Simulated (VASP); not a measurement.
KI:

```xyz
2
Lattice="0.0000 3.5328 3.5328 3.5328 0.0000 3.5328 3.5328 3.5328 0.0000" Properties=species:S:1:pos:R:3 pbc="T T T"
I     3.5328    3.5328    3.5328
K     0.0000    0.0000    0.0000
```

```yaml
Program: VASP 6.6.1
Task: relaxation of cell and atoms
Functional: RPBE
Potentials_or_basis: VASP PAW PBE potentials, release 64 (I, K_sv)
Cutoff: 600 eV
k_mesh: 7 × 7 × 7
Occupations: fermi-dirac, width 0.05 eV
Spin: no spin polarisation
```

At the start: pressure 1.8 GPa; volume 44.09 Å³/atom.

Problem. Where does the relaxation end?

Solution. Over 4 steps the energy falls by 34.6 meV/atom and the volume is 51.20 Å³/atom (+16.1 %); space group Fm-3m (No. 225, to 0.1 Å) before and after.

The path:
```csv
step,energy change (eV),largest force (eV/Å),pressure (GPa),volume (Å³)
1,0.0000,0.0000,1.77,88.18
2,-0.0504,0.0000,0.81,94.56
3,-0.0685,0.0000,0.13,101.02
4,-0.0691,0.0000,0.01,102.40
```

Final structure:
```xyz
2
Lattice="0.0000 3.7133 3.7133 3.7133 0.0000 3.7133 3.7133 3.7133 0.0000" Properties=species:S:1:pos:R:3 pbc="T T T"
I     3.7133    3.7133    3.7133
K     0.0000    3.7133    3.7133
```

Caveat: the volume moved by over 15 % at a fixed basis, so the end points are rough; the PAW data sets were made with another functional, which shifts forces and pressure a little.
